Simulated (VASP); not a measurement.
A run of VASP 6.6.1:

Contents of INCAR:

```
ALGO     = Normal         # electronic algorithm
EDIFF    = 1E-7           # SCF threshold, eV
ENCUT    = 520            # plane-wave cutoff, eV
GGA      = PS             # functional
ISIF     = 2              # what is computed and relaxed
ISMEAR   = 0              # smearing method
LASPH    = True           # aspherical terms in the spheres
LCHARG   = False          # write CHGCAR
LREAL    = False          # projectors in reciprocal space
LWAVE    = False          # write WAVECAR
NBANDS   = 38             # bands
NELM     = 60             # most SCF steps
PREC     = Accurate       # precision mode
SIGMA    = 0.1            # smearing width, eV
```

Contents of KPOINTS:

```
k-points
0
Gamma
  8 8 12
```

The input POSCAR:

```
Zr2N
1.0
    5.4130027300      0.0000000000      0.0000000000
    0.0000000000      5.4130027300      0.0000000000
    0.0000000000      0.0000000000      3.3077891900
Zr N
4 2
Direct
    0.2961254600      0.2961254600      0.0000000000
    0.7038745400      0.7038745400      0.0000000000
    0.7961254600      0.2038745400      0.5000000000
    0.2038745400      0.7961254600      0.5000000000
    0.0000000000      0.0000000000      0.0000000000
    0.5000000000      0.5000000000      0.5000000000
```

Potentials or basis: VASP PAW PBE potentials, release 64 (Zr_sv, N).

The run is started by

```console
$ cat potpaw_PBE.64/Zr_sv/POTCAR potpaw_PBE.64/N/POTCAR > POTCAR
$ mpirun -np 1 vasp_std > vasp.out
```

Hardware: 1 thread of AMD EPYC 9R45 96-Core Processor (Zen 5), on a shared host.

Problem. Estimate the wall time of this run.

Solution. Run time: 3.4 min on 1 thread of AMD EPYC 9R45 96-Core Processor (Zen 5) (shared host), peak memory 0.37 GiB. Counts: scf iterations 16, k points 105.
